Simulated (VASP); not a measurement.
# ZnS (P3m1) in VASP: notebook, part 2 of 2

VASP 6.6.1. The steps go on from the part before.

### Step 3. Single point, PBE (19.56 Å³/atom)

This run uses another cell than the first one, of 19.56 Å³/atom.

File INCAR:

```
PREC = Accurate
ENCUT = 520
EDIFF = 1E-7
ISMEAR = 0
SIGMA = 0.02
LREAL = Auto
LASPH = T
NELM = 60
ALGO = Normal
ISIF = 2
LWAVE = F
LCHARG = F
GGA = PE
NBANDS = 86
```

File KPOINTS:

```
Automatic mesh
0
Gamma
  9 9 2
```

File POSCAR:

```
ZnS
1.0
    3.8091947201      0.0000000000      0.0000000000
   -1.9045973601      3.2988593955      0.0000000000
    0.0000000000      0.0000000000     24.9099269450
Zn S
8 8
Direct
    0.3333333333      0.6666666667      0.1251575801
    0.0000000000      0.0000000000      0.0002629988
    0.6666666667      0.3333333333      0.6248324129
    0.6666666667      0.3333333333      0.8751883806
    0.0000000000      0.0000000000      0.7499146686
    0.3333333333      0.6666666667      0.4999181653
    0.0000000000      0.0000000000      0.3749978189
    0.6666666667      0.3333333333      0.2500776401
    0.6666666667      0.3333333333      0.3437595417
    0.6666666667      0.3333333333      0.7185047828
    0.3333333333      0.6666666667      0.2188391387
    0.0000000000      0.0000000000      0.8437460603
    0.6666666667      0.3333333333      0.9690014798
    0.0000000000      0.0000000000      0.0939209450
    0.3333333333      0.6666666667      0.5935995606
    0.0000000000      0.0000000000      0.4686798260
```

Potentials or basis: VASP PAW PBE potentials, release 64 (Zn, S).

Launch:

```
> cat potpaw_PBE.64/Zn/POTCAR potpaw_PBE.64/S/POTCAR > POTCAR
> mpirun -np 1 vasp_std > vasp.out
```

OUTCAR:

```text
PREC = Accurate
   ENCUT = 520
   EDIFF = 1E-7
   ISMEAR = 0
   LREAL = Auto
   LASPH = T
   NELM = 60
   ISIF = 2
   GGA = PE

 ion  position               nearest neighbor table
   1  0.333  0.667  0.125-  14 2.33  14 2.33  14 2.33  11 2.33
   2  0.000  0.000  0.000-  14 2.33  13 2.33  13 2.33  13 2.33
   3  0.667  0.333  0.625-  15 2.33  15 2.33  15 2.33  10 2.33
   4  0.667  0.333  0.875-  12 2.33  12 2.33  12 2.33  13 2.34
   5  0.000  0.000  0.750-  10 2.33  10 2.33  10 2.33  12 2.34
   6  0.333  0.667  0.500-  16 2.33  16 2.33  16 2.33  15 2.33
[... 8 lines left out ...]
  15  0.333  0.667  0.594-   3 2.33   3 2.33   3 2.33   6 2.33
  16  0.000  0.000  0.469-   6 2.33   6 2.33   6 2.33   7 2.33

  LATTYP: Found a hexagonal cell.
 ALAT       =     3.8091947201
 C/A-ratio  =     6.5394207373

  Lattice vectors:

 A1 = (   3.8091947201,   0.0000000000,   0.0000000000)
 A2 = (  -1.9045973601,   3.2988593955,   0.0000000000)
 A3 = (   0.0000000000,   0.0000000000,  24.9099269450)

Analysis of symmetry for initial positions (statically):
=====================================================================
 Subroutine PRICEL returns:
 Original cell was already a primitive cell.

 Routine SETGRP: Setting up the symmetry group for a
 hexagonal supercell.

 Subroutine GETGRP returns: Found  6 space group operations
 (whereof  6 operations were pure point group operations)
 out of a pool of 24 trial point group operations.

The static configuration has the point symmetry C_3v.

Analysis of symmetry for dynamics (positions and initial velocities):
=====================================================================
 Subroutine PRICEL returns:
 Original cell was already a primitive cell.

 Routine SETGRP: Setting up the symmetry group for a
 hexagonal supercell.

 Subroutine GETGRP returns: Found  6 space group operations
 (whereof  6 operations were pure point group operations)
 out of a pool of 24 trial point group operations.

[... 151 lines left out ...]
   LORBIT       =      0    0 simple, 1 ext, 2 COOP (PROOUT), +10 PAW based schemes
   GGA     = PE    functional components
   LHFCALC =     F    Hartree Fock is set to
   AEXX    =    0.0000 exact exchange contribution
   IVDW    =     0    specifies the selected vdW correction
   LEPSILON=     F    determine dielectric tensor
   LRPA    =     F    only Hartree local field effects (RPA)
 non-spin polarized calculation
 Gauss-broadening in eV      SIGMA  =   0.02
  energy-cutoff  :      520.00
  volume of cell :      313.02
 maximum number of plane-waves:      8481
   NGX = 15   NGY = 15   NGZ = 93

 number of electron     143.9999939 magnetization

 Free energy of the ion-electron system (eV)
  ---------------------------------------------------
  ext. energy  EPLUGINS =         0.00000000
  ---------------------------------------------------
  free energy    TOTEN  =       -54.73758819 eV

  energy without entropy =      -54.73758819  energy(sigma->0) =      -54.73758819

 E-fermi :   2.3126     XC(G=0):  -9.6677

 val. band max:        2.1894826855   @ k =   0.0000   0.0000   0.0000
 cond. band min:       4.3563232132   @ k =   0.0000   0.0000   0.0000
 fundamental gap:      2.1668405277
 Fermi energy:         2.3126024479

 k-point     1 :       0.0000    0.0000    0.0000
  band No.  band energies     occupation
      1     -11.0168      2.00000
      2     -10.9000      2.00000
      3     -10.8952      2.00000
      4     -10.5876      2.00000
      5     -10.5874      2.00000
      6     -10.2379      2.00000
[... 2077 lines left out ...]
     83       8.5002      0.00000
     84       8.5006      0.00000
 [bands above 84 left out]

------------------------ aborting loop because EDIFF is reached ----------------------------------------

  FORCE on cell =-STRESS in cart. coord.  units (eV):
  Direction    XX          YY          ZZ          XY          YZ          ZX
  --------------------------------------------------------------------------------------
  -------------------------------------------------------------------------------------
  Total        4.7096169      4.7096169      4.7285954     -0.0000000      0.0000000      0.0000000
  in kB       24.1060876     24.1060876     24.2032289     -0.0000000      0.0000000      0.0000000
  external PRESSURE =      24.1384680 kB  Pullay stress =       0.0000000 kB

 VOLUME and BASIS-vectors are now :
 -----------------------------------------------------------------------------
  energy-cutoff  :      520.00
  volume of cell :      313.02
      direct lattice vectors                 reciprocal lattice vectors
     3.809194720  0.000000000  0.000000000     0.262522678  0.151567539  0.000000000
    -1.904597360  3.298859396  0.000000000     0.000000000  0.303135078  0.000000000
     0.000000000  0.000000000 24.909926945     0.000000000  0.000000000  0.040144638

 POSITION                                       TOTAL-FORCE (eV/Angst)
 -----------------------------------------------------------------------------------
     -0.00000      2.19924      3.11767        -0.000000     -0.000000     -0.000366
      0.00000      0.00000      0.00655         0.000000     -0.000000      0.005739
      1.90460      1.09962     15.56453        -0.000000     -0.000000      0.001230
      1.90460      1.09962     21.80088        -0.000000      0.000000      0.003848
      0.00000      0.00000     18.68032         0.000000     -0.000000      0.000501
     -0.00000      2.19924     12.45292         0.000000      0.000000      0.000877
[... 8 lines left out ...]
     -0.00000      2.19924     14.78652         0.000000     -0.000000     -0.000454
      0.00000      0.00000     11.67478         0.000000     -0.000000     -0.002351
 -----------------------------------------------------------------------------------
    total drift:                                0.000001     -0.000007      0.002011

  FREE ENERGIE OF THE ION-ELECTRON SYSTEM (eV)
  ---------------------------------------------------
  free  energy   TOTEN  =       -54.7375881936 eV

  energy  without entropy=      -54.7375881936  energy(sigma->0) =      -54.73758819
```

OSZICAR:

```text
N       E                     dE             d eps       ncg     rms          rms(c)
DAV:   1     0.135805689506E+04    0.13581E+04   -0.64356E+04  4128   0.203E+03
DAV:   2     0.180028445898E+03   -0.11780E+04   -0.11326E+04  4128   0.503E+02
DAV:   3    -0.419767998320E+02   -0.22201E+03   -0.21443E+03  4552   0.186E+02
[... 27 lines left out ...]
DAV:  31    -0.547375904026E+02    0.31534E-05   -0.40283E-06  5320   0.185E-02    0.175E-02
DAV:  32    -0.547375876018E+02    0.28009E-05   -0.90037E-06  6096   0.299E-02    0.129E-02
DAV:  33    -0.547375880246E+02   -0.42288E-06   -0.28327E-06  5080   0.336E-02    0.432E-03
DAV:  34    -0.547375882784E+02   -0.25379E-06   -0.90857E-07  4472   0.585E-03    0.414E-03
DAV:  35    -0.547375881936E+02    0.84812E-07   -0.70299E-08  2496   0.292E-03
   1 F= -.54737588E+02 E0= -.54737588E+02  d E =-.485027E-20
```

stdout:

```text
POSCAR found type information on POSCAR ZnS
 POSCAR found :  2 types and      16 ions
 scaLAPACK will be used
 LDA part: xc-table for (Slater+PW92), standard interpolation
 POSCAR, INCAR and KPOINTS ok, starting setup
 FFT: planning ... GRIDC
 FFT: planning ... GRID_SOFT
 FFT: planning ... GRID
 WAVECAR not read
 entering main loop
```

Run time: 49 min. Hardware: 1 thread of Intel Xeon Platinum 8259CL at 2.50GHz (Skylake/Cascade Lake), shared host; peak memory 0.64 GiB.

What came out:

- Free energy: -54.7376 eV
- Pressure: 2.4 GPa
- Largest force: 0.006 eV/Å
- Band gap on the k mesh: 2.17 eV

Forces on the atoms (eV/Å):
```
Zn   0.000  0.000  0.000
Zn   0.000  0.000  0.006
Zn   0.000  0.000  0.001
Zn   0.000  0.000  0.004
Zn   0.000  0.000  0.001
Zn   0.000  0.000  0.001
Zn   0.000  0.000  0.001
Zn   0.000  0.000  0.000
S    0.000  0.000 -0.001
S    0.000  0.000  0.000
S    0.000  0.000 -0.002
S    0.000  0.000 -0.004
S    0.000  0.000 -0.005
S    0.000  0.000  0.001
S    0.000  0.000  0.000
S    0.000  0.000 -0.002
```

Levels at points of the mesh, in eV from the valence-band top:
| k point | band 69 | band 70 | band 71 | band 72 | band 73 | band 74 | band 75 | band 76 |
| --- | --- | --- | --- | --- | --- | --- | --- | --- |
| (0.00, 0.00, 0.00) | -0.15 | -0.02 | 0.00 | 0.00 | 2.17 | 2.98 | 3.03 | 3.22 |
| (0.00, 0.00, 0.50) | -0.04 | -0.04 | -0.03 | -0.03 | 2.44 | 2.49 | 3.22 | 3.35 |

Caveat: an odd mesh through Γ misses points on the zone boundary, where band edges can lie.
